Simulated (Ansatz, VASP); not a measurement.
Two plane-wave programs on Ta

File INCAR:

```
SYSTEM = Ta
PREC = Accurate
ENCUT = 500
EDIFF = 1E-6
ISMEAR = 0
SIGMA = 0.2
LREAL = .FALSE.
LASPH = .TRUE.
NELM = 120
ALGO = Normal
ISIF = 2
LWAVE = .FALSE.
LCHARG = .TRUE.
LELF = .TRUE.
LVHAR = .TRUE.
NBANDS = 12
GGA_COMPAT = .FALSE.
```

KPOINTS

```
Automatic mesh
0
G
  20 20 20
  0 0 0
```

File POSCAR:

```
Ta
1.0
   -1.5852288000      1.7173312000      1.6512800000
    1.5852288000     -1.7173312000      1.6512800000
    1.5852288000      1.7173312000     -1.6512800000
Ta
1
Direct
    0.0000000000      0.0000000000      0.0000000000
```

Input for Ansatz:

```yaml
crystal:
  lattice:
    - [-1.5852288, 1.7173312, 1.65128]
    - [1.5852288, -1.7173312, 1.65128]
    - [1.5852288, 1.7173312, -1.65128]
  atoms:
    - { symbol: Ta, position: [0.0, 0.0, 0.0] }
basis:
  ecutwfc: 420
kpoints:
  mp_grid: { grid: [20, 20, 20] }
hamiltonian:
  xc: lda
scf:
  occupations: { method: gaussian, width: 0.2 }
output:
  forces: true
  stress: true
  eigenvalues: true
```

Change from the starting cell: strain -0.0400 x Voigt [1, -1, 0, 0, 0, 0], atoms carried along.

Alike in both runs: task single point; functional LDA; k mesh 20 × 20 × 20; occupations gaussian, width 0.2 eV; no spin polarisation.

```csv
,VASP,Ansatz
version,VASP 6.6.1,Ansatz 0.2.0
potentials or method,"VASP PAW LDA potentials, release 64 (Ta_pv), cutoff 500 eV","scalar-relativistic, plane waves, PAW"
valence electrons in the cell,11,13
```

```tsv
	VASP	Ansatz	Ansatz less VASP
gap on the k mesh at the Fermi level (eV)	none	none	-
pressure (GPa)	-7.5	-8.2	-0.72
traceless stress, the component that is largest in VASP (GPa)	-4.09	-4.07	+0.023
```

LDA's correlation is that of Perdew and Zunger in VASP and of Perdew and Wang (1992) in Ansatz. A gap of «none» marks a metal or a gap that the smearing closes. VASP's potentials hold 11 valence electrons a cell and Ansatz's 13, so a difference there can come from the potentials and not from the codes.

Neither program's run includes spin-orbit coupling.
